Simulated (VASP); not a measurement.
# C (P6_3/mmc) in VASP: further runs

Runs on C. Level: r2SCAN. Tasks: relaxation of shape and atoms at fixed volume.

All numbers are computed with VASP 6.6.1; they aren't measurements. Logs are shortened: lines on timing, memory, paths and dates and some standing lists are left out, and cuts for length are marked.

## Step 1: The cell of the first run

The structure is hexagonal, space group P6_3/mmc (No. 194). Conventional cell: a = 2.405 Å, b = 2.405 Å, c = 7.937 Å, α = 90.00°, β = 90.00°, γ = 120.00°. C (site symmetry 3m) has 4 C at 1.47 to 1.48 Å within 2.0 Å. Within 2.0 Å of C (site symmetry 3m) lie 4 C at 1.48 to 1.50 Å.

## Step 2: Relaxation of shape and atoms at fixed volume, r2SCAN (4.97 Å³/atom)

POSCAR

```
C
1.0
    2.4048232025      0.0000000000      0.0000000000
   -1.2024116013      2.0826379850      0.0000000000
    0.0000000000      0.0000000000      7.9369874126
C
8
Direct
    0.0000000000      0.0000000000      0.0929029423
    0.0000000000      0.0000000000      0.5929029423
    0.0000000000      0.0000000000      0.4070970577
    0.0000000000      0.0000000000      0.9070970577
    0.3333333333      0.6666666667      0.1556482143
    0.6666666667      0.3333333333      0.6556482143
    0.3333333333      0.6666666667      0.3443517857
    0.6666666667      0.3333333333      0.8443517857
```

INCAR.step1

```
PREC = Accurate ; ENCUT = 600
ISMEAR = 0 ; SIGMA = 0.02
LREAL = F ; LASPH = T
NELM = 60 ; GGA = PE
ALGO = Normal ; EDIFF = 1E-4
LWAVE = T ; LCHARG = F
```

INCAR.step2

```
PREC = Accurate ; ENCUT = 600
EDIFF = 1E-6 ; ISMEAR = 0
SIGMA = 0.02 ; LREAL = F
LASPH = T ; NELM = 60
ALGO = Normal ; ISIF = 4
LWAVE = F ; LCHARG = F
METAGGA = R2SCAN ; LMIXTAU = T
IBRION = 2 ; NSW = 50
EDIFFG = -0.01 ; ISTART = 1
```

KPOINTS

```
regular mesh
0
Gamma
  12 12 4
```

Potentials or basis: VASP PAW PBE potentials, release 64 (C).

Started as:

```sh
cat potpaw_PBE.64/C/POTCAR > POTCAR
cp INCAR.step1 INCAR
mpirun -np 1 vasp_std > vasp.out
cp INCAR.step2 INCAR
mpirun -np 1 vasp_std > vasp.out
```

OUTCAR:

```text
PREC = Accurate
   ENCUT = 600
   EDIFF = 1E-6
   ISMEAR = 0
   LREAL = F
   LASPH = T
   NELM = 60
   ISIF = 4
   METAGGA = R2SCAN
   IBRION = 2
   NSW = 50
   EDIFFG = -0.01
   ISTART = 1

 ion  position               nearest neighbor table
   1  0.000  0.000  0.093-   4 1.47   5 1.48   5 1.48   5 1.48
   2  0.000  0.000  0.593-   3 1.47   6 1.48   6 1.48   6 1.48
   3  0.000  0.000  0.407-   2 1.47   7 1.48   7 1.48   7 1.48
   4  0.000  0.000  0.907-   1 1.47   8 1.48   8 1.48   8 1.48
   5  0.333  0.667  0.156-   1 1.48   1 1.48   1 1.48   7 1.50
   6  0.667  0.333  0.656-   2 1.48   2 1.48   2 1.48   8 1.50
   7  0.333  0.667  0.344-   3 1.48   3 1.48   3 1.48   5 1.50
   8  0.667  0.333  0.844-   4 1.48   4 1.48   4 1.48   6 1.50

  LATTYP: Found a hexagonal cell.
 ALAT       =     2.4048232025
 C/A-ratio  =     3.3004452903

  Lattice vectors:

 A1 = (   2.4048232025,   0.0000000000,   0.0000000000)
 A2 = (  -1.2024116013,   2.0826379850,   0.0000000000)
 A3 = (   0.0000000000,   0.0000000000,   7.9369874126)

Analysis of symmetry for initial positions (statically):
=====================================================================
 Subroutine PRICEL returns:
 Original cell was already a primitive cell.

 Routine SETGRP: Setting up the symmetry group for a
 hexagonal supercell.

 Subroutine GETGRP returns: Found 24 space group operations
 (whereof 12 operations were pure point group operations)
 out of a pool of 24 trial point group operations.

The static configuration has the point symmetry D_3d.
 The point group associated with its full space group is D_6h.

Analysis of symmetry for dynamics (positions and initial velocities):
=====================================================================
 Subroutine PRICEL returns:
 Original cell was already a primitive cell.

 Routine SETGRP: Setting up the symmetry group for a
 hexagonal supercell.

 Subroutine GETGRP returns: Found 24 space group operations
 (whereof 12 operations were pure point group operations)
 out of a pool of 24 trial point group operations.

The dynamic configuration has the point symmetry D_3d.
 The point group associated with its full space group is D_6h.

 Subroutine INISYM returns: Found 24 space group operations
 (whereof 12 operations are pure point group operations),
 and found     1 'primitive' translations

----------------------------------------------------------------------------------------

                                     Primitive cell

  volume of cell :      39.7514

  direct lattice vectors                    reciprocal lattice vectors
     2.404823202  0.000000000  0.000000000     0.415830985  0.240080131  0.000000000
    -1.202411601  2.082637985  0.000000000     0.000000000  0.480160262  0.000000000
     0.000000000  0.000000000  7.936987413     0.000000000  0.000000000  0.125992388

  length of vectors
     2.404823202  2.404823203  7.936987413     0.480160262  0.480160262  0.125992388

  position of ions in fractional coordinates (direct lattice)
     0.000000000  0.000000000  0.092902942
     0.000000000  0.000000000  0.592902942
     0.000000000  0.000000000  0.407097058
     0.000000000  0.000000000  0.907097058
     0.333333333  0.666666667  0.155648214
     0.666666667  0.333333333  0.655648214
     0.333333333  0.666666667  0.344351786
     0.666666667  0.333333333  0.844351786

  ion indices of the primitive-cell ions
   primitive index   ion index
                 1           1
                 2           2
                 3           3
                 4           4
                 5           5
                 6           6
                 7           7
                 8           8

----------------------------------------------------------------------------------------

 KPOINTS: regular mesh

Automatic generation of k-mesh.
 Grid dimensions read from file:
 generate k-points for:   12   12    4

 Generating k-lattice:

  Cartesian coordinates                     Fractional coordinates (reciprocal lattice)
     0.034652582  0.020006678  0.000000000     0.083333333  0.000000000  0.000000000
     0.000000000  0.040013355  0.000000000     0.000000000  0.083333333  0.000000000
     0.000000000  0.000000000  0.031498097     0.000000000  0.000000000  0.250000000

  Length of vectors
     0.040013355  0.040013355  0.031498097

  Shift w.r.t. Gamma in fractional coordinates (k-lattice)
     0.000000000  0.000000000  0.000000000

 Subroutine IBZKPT returns following result:
 ===========================================

 Found     57 irreducible k-points:

 Following reciprocal coordinates:
            Coordinates               Weight
  0.000000  0.000000  0.000000      1.000000
  0.083333  0.000000  0.000000      6.000000
  0.166667  0.000000  0.000000      6.000000
  0.250000  0.000000  0.000000      6.000000
  0.333333  0.000000  0.000000      6.000000
  0.416667  0.000000  0.000000      6.000000
[... 16 lines left out ...]
  0.250000  0.000000  0.250000     12.000000
  0.333333  0.000000  0.250000     12.000000
 [... further k-points ...]
   k-points           NKPTS =     57   k-points in BZ     NKDIM =     57   number of bands    NBANDS=     21
   number of dos      NEDOS =    301   number of ions     NIONS =      8
   total plane-waves  NPLWV =  25600
   dimension x,y,z NGX =    20 NGY =   20 NGZ =   64
   dimension x,y,z NGXF=    40 NGYF=   40 NGZF=  128
   ions per type =               8
   NGX,Y,Z   is equivalent  to a cutoff of  13.83, 13.83, 13.41 a.u.
   NGXF,Y,Z  is equivalent  to a cutoff of  27.65, 27.65, 26.81 a.u.
 SYSTEM =  unknown system
   PREC   = accura    normal or accurate (medium, high low for compatibility)
   ISTART =      1    job   : 0-new  1-cont  2-samecut
   ICHARG =      0    charge: 1-file 2-atom 10-const
   ISPIN  =      1    spin polarized calculation?
   LNONCOLLINEAR =      F non collinear calculations
   LSORBIT =      F    spin-orbit coupling
   LASPH  =      T    aspherical Exc in radial PAW
   ENCUT  =  600.0 eV  44.10 Ry    6.64 a.u.   4.80  4.80 15.85*2*pi/ulx,y,z
   NELM   =     60;   NELMIN=  2; NELMDL=  0     # of ELM steps
   EDIFF  = 0.1E-05   stopping-criterion for ELM
   LREAL  =      F    real-space projection
   EDIFFG = -.1E-01   stopping-criterion for IOM
   NSW    =     50    number of steps for IOM
   IBRION =      2    ionic relax: 0-MD 1-quasi-New 2-CG
   NFREE  =      1    steps in history (QN), initial steepest desc. (CG)
   ISIF   =      4    stress and relaxation
   ISYM   =      2    0-nonsym 1-usesym 2-fastsym
   POTIM  = 0.5000    time-step for ionic-motion
   TEBEG  =    0.0;   TEEND  =   0.0 temperature during run
   PSTRESS=    0.0 pullay stress
   NELECT =      32.0000    total number of electrons
   NUPDOWN=      -1.0000    fix difference up-down
   EMIN   =  10.00;   EMAX   =-10.00  energy-range for DOS
   EFERMI =   0.00;   METHOD = LEGACY
   ISMEAR =     0;   SIGMA  =   0.02  broadening in eV -4-tet -1-fermi 0-gaus
   EFERMI_NEDOS =   21; number of points for ismear=-14 and -15
   IALGO  =     38    algorithm
   IMIX   =      4    mixing-type and parameters
     AMIX     =   0.40;   BMIX     =  1.00
     AMIX_MAG =   1.60;   BMIX_MAG =  1.00
  volume/ion in A,a.u.               =       4.97        33.53
  Fermi-wavevector in a.u.,A,eV,Ry     =   1.522909  2.877881 31.555336  2.319252
  Thomas-Fermi vector in A             =   2.631424
   LORBIT       =      0    0 simple, 1 ext, 2 COOP (PROOUT), +10 PAW based schemes
   METAGGA = R2SCAN    functional components
   LHFCALC =     F    Hartree Fock is set to
   AEXX    =    0.0000 exact exchange contribution
   IVDW    =     0    specifies the selected vdW correction
   LEPSILON=     F    determine dielectric tensor
   LRPA    =     F    only Hartree local field effects (RPA)
 conjugate gradient relaxation of ions
 non-spin polarized calculation
 Gauss-broadening in eV      SIGMA  =   0.02
  energy-cutoff  :      600.00
  volume of cell :       39.75
 maximum number of plane-waves:      1348
 NGX is ok and might be reduce to    20
   NGX =  9   NGY =  9   NGZ = 31

--------------------------------------- Ionic step        1  -------------------------------------------

 number of electron      32.0000003 magnetization

 Free energy of the ion-electron system (eV)
  ---------------------------------------------------
  ext. energy  EPLUGINS =         0.00000000
  ---------------------------------------------------
  free energy    TOTEN  =       -77.40635221 eV

  energy without entropy =      -77.40635221  energy(sigma->0) =      -77.40635221

------------------------ aborting loop because EDIFF is reached ----------------------------------------

  FORCE on cell =-STRESS in cart. coord.  units (eV):
  Direction    XX          YY          ZZ          XY          YZ          ZX
  --------------------------------------------------------------------------------------
  -------------------------------------------------------------------------------------
  Total       18.2176608     18.2176608     18.2487452     -0.0000000     -0.0000000      0.0000000
  in kB      734.2611749    734.2611749    735.5140285     -0.0000000     -0.0000000      0.0000000
  external PRESSURE =     734.6787928 kB  Pullay stress =       0.0000000 kB
[... 69 lines left out ...]
  energy  without entropy=      -77.4058891338  energy(sigma->0) =      -77.40588913

--------------------------------------- Ionic step        3  -------------------------------------------

 number of electron      32.0000003 magnetization

 Free energy of the ion-electron system (eV)
  ---------------------------------------------------
  ext. energy  EPLUGINS =         0.00000000
  ---------------------------------------------------
  free energy    TOTEN  =       -77.40639753 eV

  energy without entropy =      -77.40639753  energy(sigma->0) =      -77.40639753

 E-fermi :  12.0179     XC(G=0): -14.9953

 val. band max:       11.9230421397   @ k =   0.0000   0.0000   0.0000
 cond. band min:      17.0134990230   @ k =   0.4167   0.0000   0.0000
 fundamental gap:      5.0904568833
 Fermi energy:        12.0178700674

 k-point     1 :       0.0000    0.0000    0.0000
  band No.  band energies     occupation
      1     -12.8964      2.00000
      2     -11.0145      2.00000
      3     -10.9094      2.00000
      4      -6.2604      2.00000
      5      -3.9418      2.00000
      6       3.8741      2.00000
[... 550 lines left out ...]
      5      -0.9435      2.00000
      6       0.0832      2.00000
[... 13 lines left out ...]
     20      20.2941      0.00000
     21      21.1004      0.00000

 [... further k-points ...]

------------------------ aborting loop because EDIFF is reached ----------------------------------------

  FORCE on cell =-STRESS in cart. coord.  units (eV):
  Direction    XX          YY          ZZ          XY          YZ          ZX
  --------------------------------------------------------------------------------------
  -------------------------------------------------------------------------------------
  Total       18.2071443     18.2071443     18.2604429     -0.0000000      0.0000000     -0.0000000
  in kB      733.8373060    733.8373060    735.9854999     -0.0000000      0.0000000     -0.0000000
  external PRESSURE =     734.5533706 kB  Pullay stress =       0.0000000 kB
[... 23 lines left out ...]
  FREE ENERGIE OF THE ION-ELECTRON SYSTEM (eV)
  ---------------------------------------------------
  free  energy   TOTEN  =       -77.4063975329 eV

  energy  without entropy=      -77.4063975329  energy(sigma->0) =      -77.40639753

 reached required accuracy - stopping structural energy minimisation
```

It took 7.3 min on 1 thread of Oxide Virtual Turin-like, shared host; peak memory 0.16 GiB.

What came out:

```yaml
Free_energy: -77.4064 eV
Energy_gained_by_relaxing: 0.0 meV/atom
Ionic_steps: 3
Pressure_after_relaxing: 73.5 GPa
Largest_force_after_relaxing: 0.005 eV/Å
Band_gap_on_the_k_mesh: 5.09 eV (least direct gap 5.79 eV)
```

Forces on the atoms (eV/Å):
```
C    0.000  0.000  0.005
C    0.000  0.000  0.005
C    0.000  0.000 -0.005
C    0.000  0.000 -0.005
C    0.000  0.000  0.001
C    0.000  0.000  0.001
C    0.000  0.000 -0.001
C    0.000  0.000 -0.001
```

Stress tensor (GPa, compression positive):
```
73.38  0.00  0.00
 0.00 73.38  0.00
 0.00  0.00 73.60
```

Final structure:
```xyz
8
Lattice="2.4048 0.0000 0.0000 -1.2024 2.0826 0.0000 0.0000 0.0000 7.9372" Properties=species:S:1:pos:R:3 pbc="T T T"
C     0.0000    0.0000    0.7372
C     0.0000    0.0000    4.7058
C     1.2024    2.0826    3.2314
C     1.2024    2.0826    7.2000
C     0.0000    1.3884    1.2359
C     1.2024    0.6942    5.2045
C     0.0000    1.3884    2.7327
C     1.2024    0.6942    6.7014
```

Caveat: the PAW data sets were made with another functional, which shifts forces and pressure a little.

(Continued in part 2 of 2.)
